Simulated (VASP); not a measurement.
Wanted: the native input for a VASP 6.6.1 run.

```yaml
Task: relaxation of cell and atoms
Functional: r2SCAN
Dispersion: D4
Potentials_or_basis: VASP PAW PBE potentials, release 64 (Pt)
Cutoff: 550 eV
k_mesh: 12 × 12 × 12
Occupations: fermi-dirac, width 0.1 eV
Spin: no spin polarisation
Dipole_correction: no
Further_INCAR_settings: ALGO = Normal; EDIFF = 1e-07; IBRION = 2; EDIFFG = -0.01; NSW = 60; ISIF = 3
```

The system is Pt.

```xyz
1
Lattice="0.0000 1.9609 1.9609 1.9609 0.0000 1.9609 1.9609 1.9609 0.0000" Properties=species:S:1:pos:R:3 pbc="T T T"
Pt    0.0000    0.0000    0.0000
```

One way to write it, as run:

POSCAR

```
Pt
1.0
    0.0000000000      1.9609000000      1.9609000000
    1.9609000000      0.0000000000      1.9609000000
    1.9609000000      1.9609000000      0.0000000000
Pt
1
Direct
    0.0000000000      0.0000000000      0.0000000000
```

INCAR.step1

```
PREC     = Accurate       # precision mode
ENCUT    = 550            # plane-wave cutoff, eV
ISMEAR   = -1             # smearing method
SIGMA    = 0.1            # smearing width, eV
LREAL    = False          # projectors in reciprocal space
LASPH    = True           # aspherical terms in the spheres
NELM     = 120            # most SCF steps
GGA      = PE             # functional
ALGO     = Normal         # electronic algorithm
EDIFF    = 1E-5           # SCF threshold, eV
LWAVE    = True           # write WAVECAR
LCHARG   = False          # write CHGCAR
GGA_COMPAT= False        
IBRION   = 2              # ionic algorithm
ISIF     = 3              # what is computed and relaxed
EDIFFG   = -0.005         # ionic threshold
NELMIN   = 4            
NSW      = 100            # ionic steps
```

INCAR.step2

```
PREC     = Accurate       # precision mode
ENCUT    = 550            # plane-wave cutoff, eV
EDIFF    = 1E-7           # SCF threshold, eV
ISMEAR   = -1             # smearing method
SIGMA    = 0.1            # smearing width, eV
LREAL    = False          # projectors in reciprocal space
LASPH    = True           # aspherical terms in the spheres
NELM     = 120            # most SCF steps
ALGO     = Normal         # electronic algorithm
ISIF     = 3              # what is computed and relaxed
LWAVE    = False          # write WAVECAR
LCHARG   = False          # write CHGCAR
METAGGA  = R2SCAN         # meta-GGA
LMIXTAU  = True         
IVDW     = 13             # dispersion correction
VDW_S6   = 1.0          
VDW_S8   = 0.6018749    
VDW_A1   = 0.51559235   
VDW_A2   = 5.77342911   
IBRION   = 2              # ionic algorithm
NSW      = 60             # ionic steps
EDIFFG   = -0.01          # ionic threshold
ISTART   = 1            
GGA_COMPAT= False        
NELMIN   = 4
```

KPOINTS

```
Automatic mesh
0
Gamma
  12 12 12
```

Potentials or basis: VASP PAW PBE potentials, release 64 (Pt).

Run with:

```bash
$ cat potpaw_PBE.64/Pt/POTCAR > POTCAR
$ cp INCAR.step1 INCAR
$ mpirun -np 1 vasp_std > vasp.out
$ cp INCAR.step2 INCAR
$ mpirun -np 1 vasp_std > vasp.out
```

Results of the run:

```
Relaxed volume                        : 15.23 Å³/atom
Relaxed cell                          : a = 2.783 Å, b = 2.783 Å, c = 2.783 Å, α = 60.00°, β = 60.00°, γ = 60.00°
Space group after relaxing (to 0.1 Å) : Fm-3m (No. 225)
Energy gained by relaxing             : 1.4 meV/atom
Ionic steps                           : 3
Pressure after relaxing               : 0.0 GPa
Band gap on the k mesh                : zero (bands 5 and 6 overlap by 2.34 eV)
Dispersion energy per atom            : -0.253 eV
```

Caveat: the PAW data sets were made with another functional, which shifts forces and pressure a little; spin-orbit coupling is left out, which moves the levels of the heavy elements.

Run time: 100 s on 1 thread of Intel(R) Xeon(R) Platinum 8488C (Sapphire Rapids), with other jobs on the host, peak memory 0.16 GiB.
